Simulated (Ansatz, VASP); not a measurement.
# One calculation of Lu2Si3P, two programs

```
CELL_PARAMETERS angstrom
3.45361 0.00000 0.00000
-1.72681 2.99091 0.00000
0.00000 0.00000 11.33960
ATOMIC_POSITIONS crystal
Lu 0.33333 0.66667 0.67706
Lu 0.66667 0.33333 0.32294
Si 0.00000 0.00000 0.50000
Si 0.33333 0.66667 0.13068
Si 0.66667 0.33333 0.86932
P 0.00000 0.00000 0.00000
```

Change from the starting cell: species swapped into the Sn3Te2Se type (P-3m1, No. 164).

Alike in both runs: functional PBE; k mesh 6 × 6 × 2; occupations gaussian, width 0.1 eV; no spin polarisation.

Ansatz relaxed the structure, and its values are those at the end. VASP's run is a single point on that final structure, the one shown.

```csv
,VASP,Ansatz
version,VASP 6.6.1,Ansatz 0.2.0
potentials or method,"VASP PAW PBE potentials, release 64 (Lu, Si, P), cutoff 520 eV","scalar-relativistic, plane waves, PAW"
valence electrons in the cell,67,67
```

|  | VASP | Ansatz | Ansatz less VASP |
| --- | --- | --- | --- |
| gap on the k mesh at the Fermi level (eV) | none | none | - |
| pressure (GPa) | 0.1 | 0.0 | -0.13 |
| rms of the force components (eV/Å) | 0.009 | 0.004 | -0.0051 |

A gap of «none» marks a metal or a gap that the smearing closes. With one functional, cell and mesh, what is left measures potentials, basis and numerics.

Spin-orbit coupling is off throughout.
